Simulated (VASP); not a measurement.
The system is C.

```
C
1.0
    -2.44577    2.44577    2.01806
     2.44577   -2.44577    2.01806
     2.44577    2.44577   -2.01806
C
8
Direct
  0.53859 0.03859 0.20355
  0.83504 0.33504 0.79645
  0.03859 0.83504 0.50000
  0.33504 0.53859 0.50000
  0.66496 0.46141 0.50000
  0.96141 0.16496 0.50000
  0.16496 0.66496 0.20355
  0.46141 0.96141 0.79645
```

| Item | Value |
| --- | --- |
| Program | VASP 6.6.1 |
| Task | relaxation of cell and atoms |
| Functional | PBE |
| Potentials or basis | VASP PAW PBE potentials, release 64 (C) |
| Cutoff | 600 eV |
| k mesh | 6 × 6 × 6 |
| Occupations | gaussian, width 0.1 eV |
| Spin | no spin polarisation |

At the start: pressure 26.7 GPa; volume 6.04 Å³/atom.

Problem. Where does the relaxation end?

Solution. Over 8 steps the energy falls by 46.0 meV/atom and the volume is 6.40 Å³/atom (+6.0 %); space group I4/mcm (No. 140, to 0.05 Å).

The path:
| step | energy change (eV) | largest force (eV/Å) | pressure (GPa) | volume (Å³) |
| --- | --- | --- | --- | --- |
| 1 | 0.0000 | 0.8987 | 26.65 | 48.29 |
| 2 | 0.4264 | 1.9463 | -26.68 | 55.58 |
| 3 | -0.3538 | 0.4925 | 0.82 | 51.05 |
| 4 | -0.3542 | 0.4619 | 1.44 | 50.98 |
| 5 | -0.3138 | 0.8743 | -2.87 | 51.69 |
| 6 | -0.3681 | 0.0672 | -0.17 | 51.21 |
| 7 | -0.3678 | 0.0997 | 0.16 | 51.18 |
| 8 | -0.3684 | 0.0011 | -0.04 | 51.20 |

Final structure:
```
C
1.0
    -2.47079    2.47079    2.09669
     2.47079   -2.47079    2.09669
     2.47079    2.47079   -2.09669
C
8
Cartesian
  -0.7400 1.7308 0.7778
  0.7400 3.2108 0.7778
  3.2108 -0.7400 0.7778
  1.7308 0.7400 0.7778
  0.7400 1.7308 1.3188
  -0.7400 3.2108 1.3188
  1.7308 -0.7400 1.3188
  3.2108 0.7400 1.3188
```
